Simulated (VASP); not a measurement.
# Au2S (Pn-3m) in VASP: a series of runs

The runs below take Au2S through single point, relaxation of cell and atoms, with LDA.

Program: VASP 6.6.1. These are calculated values, not measurements. Logs are shortened: lines on timing, memory, paths and dates and some standing lists are left out, and cuts for length are marked.

## 1. The cell of the first run

It takes space group Pn-3m (No. 224, cubic). Conventional cell: a = 5.225 Å, b = 5.225 Å, c = 5.225 Å, α = 90.00°, β = 90.00°, γ = 90.00°. S (site symmetry -43m) has 4 Au at 2.26 Å within 3.0 Å. Within 3.0 Å of Au (site symmetry -3m) lie 2 S at 2.26 Å.

## 2. Single point, LDA

File INCAR:

```
PREC = Accurate ; ENCUT = 520
EDIFF = 1E-6 ; ISMEAR = -1
SIGMA = 0.05 ; LREAL = False
LASPH = True ; NELM = 60
ALGO = Normal ; ISIF = 2
LWAVE = False ; LCHARG = True
LELF = True ; LVHAR = True
NBANDS = 37
```

File KPOINTS:

```
regular mesh
0
Gamma
  5 5 5
```

File POSCAR:

```
Au2S
1.0
    5.2252193453      0.0000000000      0.0000000000
    0.0000000000      5.2252193453      0.0000000000
    0.0000000000      0.0000000000      5.2252193453
S Au
2 4
Direct
    0.0000000000      0.0000000000      0.0000000000
    0.5000000000      0.5000000000      0.5000000000
    0.2500000000      0.2500000000      0.2500000000
    0.2500000000      0.7500000000      0.7500000000
    0.7500000000      0.7500000000      0.2500000000
    0.7500000000      0.2500000000      0.7500000000
```

Potentials or basis: VASP PAW LDA potentials, release 64 (S, Au).

Started as:

```bash
$ cat potpaw_LDA.64/S/POTCAR potpaw_LDA.64/Au/POTCAR > POTCAR
$ mpirun -np 1 vasp_std > vasp.out
```

OUTCAR:

```text
PREC = Accurate
   ENCUT = 520
   EDIFF = 1E-6
   ISMEAR = -1
   LREAL = False
   LASPH = True
   NELM = 60
   ISIF = 2

 ion  position               nearest neighbor table
   1  0.000  0.000  0.000-   3 2.26   4 2.26   5 2.26   6 2.26
   2  0.500  0.500  0.500-   3 2.26   4 2.26   5 2.26   6 2.26
   3  0.250  0.250  0.250-   1 2.26   2 2.26
   4  0.250  0.750  0.750-   1 2.26   2 2.26
   5  0.750  0.750  0.250-   1 2.26   2 2.26
   6  0.750  0.250  0.750-   1 2.26   2 2.26

  LATTYP: Found a simple cubic cell.
 ALAT       =     5.2252193453

  Lattice vectors:

 A1 = (   5.2252193453,   0.0000000000,   0.0000000000)
 A2 = (   0.0000000000,   5.2252193453,   0.0000000000)
 A3 = (   0.0000000000,   0.0000000000,   5.2252193453)

Analysis of symmetry for initial positions (statically):
=====================================================================
 Subroutine PRICEL returns:
 Original cell was already a primitive cell.

 Routine SETGRP: Setting up the symmetry group for a
 simple cubic supercell.

 Subroutine GETGRP returns: Found 48 space group operations
 (whereof 24 operations were pure point group operations)
 out of a pool of 48 trial point group operations.

The static configuration has the point symmetry T_d .
 The point group associated with its full space group is O_h .

Analysis of symmetry for dynamics (positions and initial velocities):
=====================================================================
 Subroutine PRICEL returns:
 Original cell was already a primitive cell.

 Routine SETGRP: Setting up the symmetry group for a
 simple cubic supercell.

 Subroutine GETGRP returns: Found 48 space group operations
 (whereof 24 operations were pure point group operations)
 out of a pool of 48 trial point group operations.

The dynamic configuration has the point symmetry T_d .
 The point group associated with its full space group is O_h .

 Subroutine INISYM returns: Found 48 space group operations
 (whereof 24 operations are pure point group operations),
 and found     1 'primitive' translations

----------------------------------------------------------------------------------------

                                     Primitive cell

  volume of cell :     142.6637

  direct lattice vectors                    reciprocal lattice vectors
     5.225219345  0.000000000  0.000000000     0.191379526  0.000000000  0.000000000
     0.000000000  5.225219345  0.000000000     0.000000000  0.191379526  0.000000000
     0.000000000  0.000000000  5.225219345     0.000000000  0.000000000  0.191379526

  length of vectors
     5.225219345  5.225219345  5.225219345     0.191379526  0.191379526  0.191379526

  position of ions in fractional coordinates (direct lattice)
     0.000000000  0.000000000  0.000000000
     0.500000000  0.500000000  0.500000000
     0.250000000  0.250000000  0.250000000
     0.250000000  0.750000000  0.750000000
     0.750000000  0.750000000  0.250000000
     0.750000000  0.250000000  0.750000000

  ion indices of the primitive-cell ions
   primitive index   ion index
                 1           1
                 2           2
                 3           3
                 4           4
                 5           5
                 6           6

----------------------------------------------------------------------------------------

 KPOINTS: regular mesh

Automatic generation of k-mesh.
 Grid dimensions read from file:
 generate k-points for:    5    5    5

 Generating k-lattice:

  Cartesian coordinates                     Fractional coordinates (reciprocal lattice)
     0.038275905  0.000000000  0.000000000     0.200000000  0.000000000  0.000000000
     0.000000000  0.038275905  0.000000000     0.000000000  0.200000000  0.000000000
     0.000000000  0.000000000  0.038275905     0.000000000  0.000000000  0.200000000

  Length of vectors
     0.038275905  0.038275905  0.038275905

  Shift w.r.t. Gamma in fractional coordinates (k-lattice)
     0.000000000  0.000000000  0.000000000

 Subroutine IBZKPT returns following result:
 ===========================================

 Found     10 irreducible k-points:

 Following reciprocal coordinates:
            Coordinates               Weight
  0.000000  0.000000  0.000000      1.000000
  0.200000  0.000000  0.000000      6.000000
  0.400000  0.000000  0.000000      6.000000
  0.200000  0.200000  0.000000     12.000000
  0.400000  0.200000  0.000000     24.000000
  0.400000  0.400000  0.000000     12.000000
  0.200000  0.200000  0.200000      8.000000
  0.400000  0.200000  0.200000     24.000000
  0.400000  0.400000  0.200000     24.000000
  0.400000  0.400000  0.400000      8.000000
   k-points           NKPTS =     10   k-points in BZ     NKDIM =     10   number of bands    NBANDS=     37
   number of dos      NEDOS =    301   number of ions     NIONS =      6
   total plane-waves  NPLWV =  64000
   dimension x,y,z NGX =    40 NGY =   40 NGZ =   40
   dimension x,y,z NGXF=    80 NGYF=   80 NGZF=   80
   ions per type =               2   4
   NGX,Y,Z   is equivalent  to a cutoff of  12.73, 12.73, 12.73 a.u.
   NGXF,Y,Z  is equivalent  to a cutoff of  25.45, 25.45, 25.45 a.u.
 SYSTEM =  unknown system
   PREC   = accura    normal or accurate (medium, high low for compatibility)
   ISTART =      0    job   : 0-new  1-cont  2-samecut
   ICHARG =      2    charge: 1-file 2-atom 10-const
   ISPIN  =      1    spin polarized calculation?
   LNONCOLLINEAR =      F non collinear calculations
   LSORBIT =      F    spin-orbit coupling
   LASPH  =      T    aspherical Exc in radial PAW
   ENCUT  =  520.0 eV  38.22 Ry    6.18 a.u.   9.72  9.72  9.72*2*pi/ulx,y,z
   NELM   =     60;   NELMIN=  2; NELMDL= -5     # of ELM steps
   EDIFF  = 0.1E-05   stopping-criterion for ELM
   LREAL  =      F    real-space projection
   EDIFFG = 0.1E-04   stopping-criterion for IOM
   NSW    =      0    number of steps for IOM
   IBRION =     -1    ionic relax: 0-MD 1-quasi-New 2-CG
   NFREE  =      0    steps in history (QN), initial steepest desc. (CG)
   ISIF   =      2    stress and relaxation
   ISYM   =      2    0-nonsym 1-usesym 2-fastsym
   POTIM  = 0.5000    time-step for ionic-motion
   TEBEG  =    0.0;   TEEND  =   0.0 temperature during run
   PSTRESS=    0.0 pullay stress
   NELECT =      56.0000    total number of electrons
   NUPDOWN=      -1.0000    fix difference up-down
   EMIN   =  10.00;   EMAX   =-10.00  energy-range for DOS
   EFERMI =   0.00;   METHOD = LEGACY
   ISMEAR =    -1;   SIGMA  =   0.05  broadening in eV -4-tet -1-fermi 0-gaus
   EFERMI_NEDOS =   21; number of points for ismear=-14 and -15
   IALGO  =     38    algorithm
   IMIX   =      4    mixing-type and parameters
     AMIX     =   0.40;   BMIX     =  1.00
     AMIX_MAG =   1.60;   BMIX_MAG =  1.00
  volume/ion in A,a.u.               =      23.78       160.46
  Fermi-wavevector in a.u.,A,eV,Ry     =   1.198670  2.265158 19.548985  1.436810
  Thomas-Fermi vector in A             =   2.334553
   LORBIT       =      0    0 simple, 1 ext, 2 COOP (PROOUT), +10 PAW based schemes
   GGA     = CA    functional components
   LHFCALC =     F    Hartree Fock is set to
   AEXX    =    0.0000 exact exchange contribution
   IVDW    =     0    specifies the selected vdW correction
   LEPSILON=     F    determine dielectric tensor
   LRPA    =     F    only Hartree local field effects (RPA)
 non-spin polarized calculation
  energy-cutoff  :      520.00
  volume of cell :      142.66
 maximum number of plane-waves:      3887
 NGX is ok and might be reduce to    40
   NGX = 19   NGY = 19   NGZ = 19

 number of electron      56.0000010 magnetization

 Free energy of the ion-electron system (eV)
  ---------------------------------------------------
  ext. energy  EPLUGINS =         0.00000000
  ---------------------------------------------------
  free energy    TOTEN  =       -26.76170263 eV

  energy without entropy =      -26.76170263  energy(sigma->0) =      -26.76170263

 E-fermi :   4.4471     XC(G=0): -10.2346

 val. band max:        3.4781381640   @ k =   0.0000   0.0000   0.0000
 cond. band min:       5.3537145420   @ k =   0.0000   0.0000   0.0000
 fundamental gap:      1.8755763780
 Fermi energy:         4.4470544935

 k-point     1 :       0.0000    0.0000    0.0000
  band No.  band energies     occupation
      1     -10.7897      2.00000
      2      -9.2932      2.00000
      3      -3.4766      2.00000
      4      -3.4766      2.00000
      5      -3.4766      2.00000
      6      -0.3903      2.00000
[... 29 lines left out ...]
     36      10.9959      0.00000
     37      10.9959      0.00000

 k-point     2 :       0.2000    0.0000    0.0000
  band No.  band energies     occupation
      1     -10.6748      2.00000
      2      -9.4775      2.00000
      3      -3.3722      2.00000
      4      -3.3722      2.00000
      5      -3.1782      2.00000
      6      -0.6623      2.00000
[... 29 lines left out ...]
     36      11.0365      0.00000
     37      11.0365      0.00000

 k-point     3 :       0.4000    0.0000    0.0000
  band No.  band energies     occupation
      1     -10.3535      2.00000
      2      -9.9039      2.00000
      3      -3.1571      2.00000
      4      -3.1571      2.00000
      5      -2.4175      2.00000
      6      -1.4491      2.00000
[... 29 lines left out ...]
     36      10.4159      0.00000
     37      10.4159      0.00000
[... 201 lines left out ...]
 k-point     9 :       0.4000    0.4000    0.2000
  band No.  band energies     occupation
      1     -10.4296      2.00000
      2      -9.7495      2.00000
      3      -3.3474      2.00000
      4      -3.2998      2.00000
      5      -2.6824      2.00000
      6      -1.2374      2.00000
[... 29 lines left out ...]
     36      11.5941      0.00000
     37      11.6055      0.00000

 k-point    10 :       0.4000    0.4000    0.4000
  band No.  band energies     occupation
      1     -10.5949      2.00000
      2      -9.4886      2.00000
      3      -3.3840      2.00000
      4      -3.3840      2.00000
      5      -3.1983      2.00000
      6      -0.6588      2.00000
[... 29 lines left out ...]
     36      11.1267      0.00000
     37      11.6113      0.00000

------------------------ aborting loop because EDIFF is reached ----------------------------------------

  FORCE on cell =-STRESS in cart. coord.  units (eV):
  Direction    XX          YY          ZZ          XY          YZ          ZX
  --------------------------------------------------------------------------------------
  -------------------------------------------------------------------------------------
  Total       -1.6010374     -1.6010374     -1.6010374      0.0000000     -0.0000000      0.0000000
  in kB      -17.9803639    -17.9803639    -17.9803639      0.0000000     -0.0000000      0.0000000
  external PRESSURE =     -17.9803639 kB  Pullay stress =       0.0000000 kB

 VOLUME and BASIS-vectors are now :
 -----------------------------------------------------------------------------
  energy-cutoff  :      520.00
  volume of cell :      142.66
      direct lattice vectors                 reciprocal lattice vectors
     5.225219345  0.000000000  0.000000000     0.191379526  0.000000000  0.000000000
     0.000000000  5.225219345  0.000000000     0.000000000  0.191379526  0.000000000
     0.000000000  0.000000000  5.225219345     0.000000000  0.000000000  0.191379526

 POSITION                                       TOTAL-FORCE (eV/Angst)
 -----------------------------------------------------------------------------------
      0.00000      0.00000      0.00000         0.000000     -0.000000     -0.000000
      2.61261      2.61261      2.61261         0.000000     -0.000000     -0.000000
      1.30630      1.30630      1.30630         0.000000      0.000000      0.000000
      1.30630      3.91891      3.91891         0.000000      0.000000     -0.000000
      3.91891      3.91891      1.30630        -0.000000     -0.000000      0.000000
      3.91891      1.30630      3.91891        -0.000000      0.000000     -0.000000
 -----------------------------------------------------------------------------------
    total drift:                                0.000000     -0.000000     -0.000000

  FREE ENERGIE OF THE ION-ELECTRON SYSTEM (eV)
  ---------------------------------------------------
  free  energy   TOTEN  =       -26.7617026327 eV

  energy  without entropy=      -26.7617026318  energy(sigma->0) =      -26.76170263
```

Run time: 18 s. Hardware: 1 thread of Intel Xeon 6975P-C (Granite Rapids), shared host; peak memory 0.21 GiB.

Results:

```yaml
Free_energy: -26.7617 eV
Pressure: -1.8 GPa
Band_gap_on_the_k_mesh: 1.88 eV, direct
```

Caveat: spin-orbit coupling is left out, which moves the levels of the heavy elements.

## 3. Single point, LDA

File INCAR:

```
PREC = Accurate
ENCUT = 520
EDIFF = 1E-6
ISMEAR = -1
SIGMA = 0.05
LREAL = False
LASPH = True
NELM = 100
ALGO = Normal
ISIF = 2
LWAVE = False
LCHARG = False
GGA = CA
NBANDS = 37
```

File KPOINTS:

```
Automatic mesh
0
Gamma
  5 5 5
```

POSCAR is that of step 2.

Potentials or basis: VASP PAW LDA potentials, release 64 (S, Au).

Started as:

```bash
$ cat potpaw_LDA.64/S/POTCAR potpaw_LDA.64/Au/POTCAR > POTCAR
$ mpirun -np 1 vasp_std > vasp.out
```

Run time: 17 s. Hardware: 1 thread of Intel Xeon 6975P-C (Granite Rapids), shared host; peak memory 0.21 GiB.

It converged, with:

```
Free energy            : -26.7617 eV
Pressure               : -1.8 GPa
Band gap on the k mesh : 1.88 eV, direct
```

Levels at points of the mesh, in eV from the valence-band top:
| k point | band 26 | band 27 | band 28 | band 29 | band 30 | band 31 |
| --- | --- | --- | --- | --- | --- | --- |
| (0.00, 0.00, 0.00) | 0.00 | 0.00 | 0.00 | 1.88 | 1.88 | 2.22 |

Caveat: spin-orbit coupling is left out, which moves the levels of the heavy elements. A k mesh can miss the band edges.

## 4. Relaxation of cell and atoms, LDA, target pressure -2 GPa, at which the enthalpy is minimised

This run uses another cell than the first one, of 21.09 Å³/atom, 0.887 times its volume.

File INCAR:

```
  PREC = Accurate
  ENCUT = 600
  EDIFF = 1E-7
  ISMEAR = -1
  SIGMA = 0.05
  LREAL = F
  LASPH = T
  NELM = 60
  ALGO = Normal
  ISIF = 3
  LWAVE = F
  LCHARG = F
  IBRION = 2
  NSW = 50
  EDIFFG = -0.01
  PSTRESS = -20.0
```

KPOINTS is that of step 3.

Edit POSCAR of step 3 so:

```diff
@@ -2,5 +2,5 @@
 1.0
-    5.2252193453      0.0000000000      0.0000000000
-    0.0000000000      5.2252193453      0.0000000000
-    0.0000000000      0.0000000000      5.2252193453
+    5.0205700000      0.0000000000      0.0000000000
+    0.0000000000      5.0205700000      0.0000000000
+    0.0000000000      0.0000000000      5.0205700000
 S Au
```

Started as:

```bash
$ cat potpaw_LDA.64/S/POTCAR potpaw_LDA.64/Au/POTCAR > POTCAR
$ mpirun -np 1 vasp_std > vasp.out
```

Run time: 56 s. Hardware: 1 thread of Intel Xeon 6975P-C (Granite Rapids), shared host; peak memory 0.22 GiB.

The run converged. Its results:

```
Free energy                                            : -26.7538 eV
Relaxed volume                                         : 23.84 Å³/atom
Relaxed cell                                           : a = 5.229 Å, b = 5.229 Å, c = 5.229 Å, α = 90.00°, β = 90.00°, γ = 90.00°
Space group after relaxing (to 0.05 Å)                 : Pn-3m (No. 224)
Energy change on relaxing (the enthalpy is what falls) : -68.3 meV/atom
Ionic steps                                            : 4
Pressure after relaxing                                : -2.0 GPa
Band gap on the k mesh                                 : 1.89 eV, direct
```

The path:
| step | energy change (eV) | largest force (eV/Å) | pressure (GPa) | volume (Å³) |
| --- | --- | --- | --- | --- |
| 1 | 0.0000 | 0.0000 | 11.55 | 126.55 |
| 2 | 0.3152 | 0.0000 | -9.15 | 162.11 |
| 3 | -0.4052 | 0.0000 | -2.17 | 143.36 |
| 4 | -0.4098 | 0.0000 | -1.98 | 143.01 |

Final structure:
```cif
data_structure
_symmetry_space_group_name_H-M 'P 1'
_symmetry_Int_Tables_number 1
_cell_length_a 5.2295
_cell_length_b 5.2295
_cell_length_c 5.2295
_cell_angle_alpha 90.000
_cell_angle_beta 90.000
_cell_angle_gamma 90.000
_cell_volume 143.01
loop_
_atom_site_label
_atom_site_type_symbol
_atom_site_fract_x
_atom_site_fract_y
_atom_site_fract_z
_atom_site_occupancy
S1 S 0.00000 0.00000 0.00000 1
S2 S 0.50000 0.50000 0.50000 1
Au1 Au 0.25000 0.25000 0.25000 1
Au2 Au 0.25000 0.75000 0.75000 1
Au3 Au 0.75000 0.75000 0.25000 1
Au4 Au 0.75000 0.25000 0.75000 1
```

Levels at points of the mesh, in eV from the valence-band top:
```csv
k point,band 26,band 27,band 28,band 29,band 30,band 31
"(0.00, 0.00, 0.00)",0.00,0.00,0.00,1.89,1.89,2.21
```

Caveat: the cell is relaxed towards a set pressure, so the enthalpy falls and the energy may rise; spin-orbit coupling is left out, which moves the levels of the heavy elements. A k mesh can miss the band edges.

(Continued in part 2 of 2.)
